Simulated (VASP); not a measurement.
Here is a VASP 6.6.1 calculation.

The input INCAR:

```
SYSTEM = SrO
  PREC = Accurate
  ENCUT = 600
  EDIFF = 1E-6
  ISMEAR = 0
  SIGMA = 0.05
  LREAL = .FALSE.
  LASPH = .TRUE.
  NELM = 120
  ALGO = Normal
  ISIF = 2
  LWAVE = .FALSE.
  LCHARG = .FALSE.
  GGA = PE
  IVDW = 12
  NBANDS = 24
  GGA_COMPAT = .FALSE.
```

Contents of KPOINTS:

```
Automatic mesh
0
G
  9 9 6
  0 0 0
```

The input POSCAR:

```
SrO
1.0
    4.5134694670      0.0000000000      0.0000000000
   -2.2567347335      3.9087792176      0.0000000000
    0.0000000000      0.0000000000      4.6262036132
Sr O
2 2
Direct
    0.3333333333      0.6666666667      0.9381277000
    0.6666666667      0.3333333333      0.4381277000
    0.3333333333      0.6666666667      0.4368723000
    0.6666666667      0.3333333333      0.9368723000
```

Potentials or basis: VASP PAW PBE potentials, release 64 (Sr_sv, O).

Run with:

```bash
$ cat potpaw_PBE.64/Sr_sv/POTCAR potpaw_PBE.64/O/POTCAR > POTCAR
$ mpirun -np 1 vasp_std > vasp.out
```

Q: Estimate the band gap on the k mesh.

A: 1.72 eV.

Q: Predict the dispersion energy per atom.

A: -0.202 eV.

Q: Estimate the pressure.

A: 5.6 GPa.

Q: Predict the largest force.

A: 0.066 eV/Å.

Stress tensor (GPa, compression positive):
```
-3.37  0.00  0.00
 0.00 -3.37  0.00
 0.00  0.00 23.49
```

Caveat: three body term missing; the cell stands under pressure; an odd mesh through Γ misses points on the zone boundary, where band edges can lie.
